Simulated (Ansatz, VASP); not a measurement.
## Se: VASP beside Ansatz

```
Se
1.0
     0.00000    3.06898    3.06898
     3.06898    0.00000    3.06898
     3.06898    3.06898    0.00000
Se
2
Cartesian
  3.0690 3.0690 3.0690
  4.6035 4.6035 4.6035
```

Alike in both runs: task single point; functional PBEsol; k mesh 5 × 5 × 5; occupations fermi-dirac, width 0.1 eV; no spin polarisation.

|  | VASP | Ansatz |
| --- | --- | --- |
| version | VASP 6.6.1 | Ansatz 0.2.0 |
| potentials or method | VASP PAW PBE potentials, release 64 (Se), cutoff 520 eV | plane waves, PAW |
| valence electrons in the cell | 12 | 32 |

Ansatz gave:

* pressure (GPa): 1.9

Task: Estimate VASP's values.

Result: Pressure (GPa): 2.0.

VASP's potentials were made for PBE, not for PBEsol. With one functional, cell and mesh, what is left measures potentials, basis and numerics. VASP's potentials hold 12 valence electrons a cell and Ansatz's 32, so a difference there can come from the potentials and not from the codes.
